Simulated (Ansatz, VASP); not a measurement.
# One calculation of Pd, two programs

The input INCAR:

```
SYSTEM = Pd
ALGO     = Normal         ! electronic algorithm
EDIFF    = 1E-7           ! SCF threshold, eV
ENCUT    = 520            ! plane-wave cutoff, eV
GGA      = RE             ! functional
ISIF     = 2              ! what is computed and relaxed
ISMEAR   = -1             ! smearing method
ISPIN    = 2              ! spin polarisation
LASPH    = .TRUE.         ! aspherical terms in the spheres
LCHARG   = .TRUE.         ! write CHGCAR
LELF     = .TRUE.         ! ELF
LMAXMIX  = 4              ! l up to which the mixer works
LORBIT   = 11             ! projections on sites
LREAL    = .FALSE.        ! projectors in reciprocal space
LVHAR    = .TRUE.       
LWAVE    = .FALSE.        ! write WAVECAR
MAGMOM   = 0.36 0.36      ! initial moments
NBANDS   = 21             ! bands
NELM     = 150            ! most SCF steps
PREC     = Accurate       ! precision mode
SIGMA    = 0.05           ! smearing width, eV
```

Contents of KPOINTS:

```
k-points
0
G
  15 15 8
  0 0 0
```

Contents of POSCAR:

```
Pd
1.0
    2.7560597541      0.0000000000      0.0000000000
   -1.3780298770      2.3868177614      0.0000000000
    0.0000000000      0.0000000000      4.5976061148
Pd
2
Direct
    0.3333333333      0.6666666667      0.2500000000
    0.6666666667      0.3333333333      0.7500000000
```

Input for Ansatz:

```yaml
crystal:
  lattice:
    - [2.7560597541, 0.0, 0.0]
    - [-1.378029877, 2.3868177614, 0.0]
    - [0.0, 0.0, 4.5976061148]
  atoms:
    - { symbol: Pd, position: [0.3333333333, 0.6666666667, 0.25], spin: 0.36 }
    - { symbol: Pd, position: [0.6666666667, 0.3333333333, 0.75], spin: 0.36 }
hamiltonian:
  xc: revpbe
  pseudopotentials:
    kind: paw
    azcp:
      Pd: "pseudopotentials/Pd.paw.azcp"
basis:
  ecutwfc: 420
  fft_grid_basis: typed
kpoints:
  mp_grid: { grid: [15, 15, 8], shift: [0, 0, 0] }
magnetization:
  spin_polarized: true
scf:
  occupations: { method: fermi_dirac, width: 0.05 }
  lower_state_search: "off"
output:
  stress: true
```

Alike in both runs: task single point; functional revPBE; k mesh 15 × 15 × 8; occupations fermi-dirac, width 0.05 eV; collinear spin.

|  | VASP | Ansatz |
| --- | --- | --- |
| version | VASP 6.6.1 | Ansatz 0.2.0 |
| potentials or method | VASP PAW PBE potentials, release 64 (Pd), cutoff 520 eV | plane waves (420 eV) with PAW, scalar-relativistic |
| valence electrons in the cell | 20 | 36 |

|  | VASP | Ansatz | Ansatz less VASP |
| --- | --- | --- | --- |
| pressure (GPa) | 6.5 | 6.7 | +0.27 |
| traceless stress, the component that is largest in VASP (GPa) | -0.39 | -0.34 | +0.045 |
| net moment per atom (μB) | 0.33 | 0.33 | -0.003 |
| size of the moment on the site where the two differ most (μB) | 0.33 | 0.34 | +0.005 |

VASP's potentials were made for PBE, not for revPBE. Site moments also hang on the region over which each program counts them. The functional is the same, so the differences come from potentials, cutoffs and numerics. VASP's potentials hold 20 valence electrons a cell and Ansatz's 36, so a difference there can come from the potentials and not from the codes.
